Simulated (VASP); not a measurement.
A run of VASP 6.6.1:

INCAR

```
SYSTEM = Au
  PREC = Accurate
  ENCUT = 520
  EDIFF = 1E-6
  ISMEAR = -1
  SIGMA = 0.1
  LREAL = .FALSE.
  LASPH = .TRUE.
  NELM = 60
  ALGO = Normal
  ISIF = 2
  LWAVE = .FALSE.
  LCHARG = .FALSE.
  NBANDS = 30
```

Contents of KPOINTS:

```
regular mesh
0
G
  4 4 4
  0 0 0
```

POSCAR

```
Au
1.0
    4.0444672730      0.0000000000      0.0000000000
    0.0000000000      4.0444672730      0.0000000000
    0.0000000000      0.0000000000      4.0444672730
Au
4
Direct
    0.0000000000      0.0000000000      0.0000000000
    0.0000000000      0.5000000000      0.5000000000
    0.5000000000      0.0000000000      0.5000000000
    0.5000000000      0.5000000000      0.0000000000
```

Potentials or basis: VASP PAW LDA potentials, release 64 (Au).

Command:

```sh
$ cat potpaw_LDA.64/Au/POTCAR > POTCAR
$ mpirun -np 1 vasp_std > vasp.out
```

Hardware: 1 thread of Intel Xeon 8259CL, on a shared host.

Problem. How long does it take, and how much memory?

Solution. Wall time 24 s on 1 thread of Intel Xeon 8259CL, with other jobs on the host, peak memory 0.15 GiB. Counts: scf iterations 11, k points 10.
